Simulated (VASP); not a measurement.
A run of VASP 6.6.1 is set up as follows.

The input POSCAR:

```
BaZrO3
1.0
    4.1297266751      0.0000000000      0.0000000000
    0.0000000000      4.1297266751      0.0000000000
    0.0000000000      0.0000000000      4.1297266751
Ba Zr O
1 1 3
Direct
    0.0000000000      0.0000000000      0.0000000000
    0.5000000000      0.5000000000      0.5000000000
    0.0000000000      0.5000000000      0.5000000000
    0.5000000000      0.0000000000      0.5000000000
    0.5000000000      0.5000000000      0.0000000000
```

Contents of INCAR.step1:

```
PREC = Accurate
ENCUT = 1480
ISMEAR = 0
SIGMA = 0.01
LREAL = F
LASPH = T
NELM = 120
NBANDS = 28
GGA = PE
ALGO = Normal
EDIFF = 1E-5
LWAVE = T
LCHARG = F
GGA_COMPAT = F
```

Contents of INCAR.step2:

```
PREC = Accurate
ENCUT = 1480
EDIFF = 1E-6
ISMEAR = 0
SIGMA = 0.01
LREAL = F
LASPH = T
NELM = 120
ALGO = Normal
ISIF = 2
LWAVE = F
LCHARG = F
METAGGA = R2SCAN
LMIXTAU = T
NBANDS = 28
ISTART = 1
GGA_COMPAT = F
```

Contents of KPOINTS:

```
regular mesh
0
Gamma
  6 6 6
```

Potentials or basis: VASP PAW PBE potentials, release 64 (Ba_sv, Zr_sv, O_h).

Run with:

```console
$ cat potpaw_PBE.64/Ba_sv/POTCAR potpaw_PBE.64/Zr_sv/POTCAR potpaw_PBE.64/O_h/POTCAR > POTCAR
$ cp INCAR.step1 INCAR
$ mpirun -np 1 vasp_std > vasp.out
$ cp INCAR.step2 INCAR
$ mpirun -np 1 vasp_std > vasp.out
```

**Question.** Estimate the band gap on the k mesh.

**Answer.** 3.82 eV (least direct gap 4.00 eV).

**Question.** Estimate the pressure.

**Answer.** 11.1 GPa.

Caveat: the cell stands under pressure; the PAW data sets were made with another functional, which shifts forces and pressure a little; spin-orbit coupling is left out, which moves the levels of the heavy elements. A k mesh can miss the band edges.
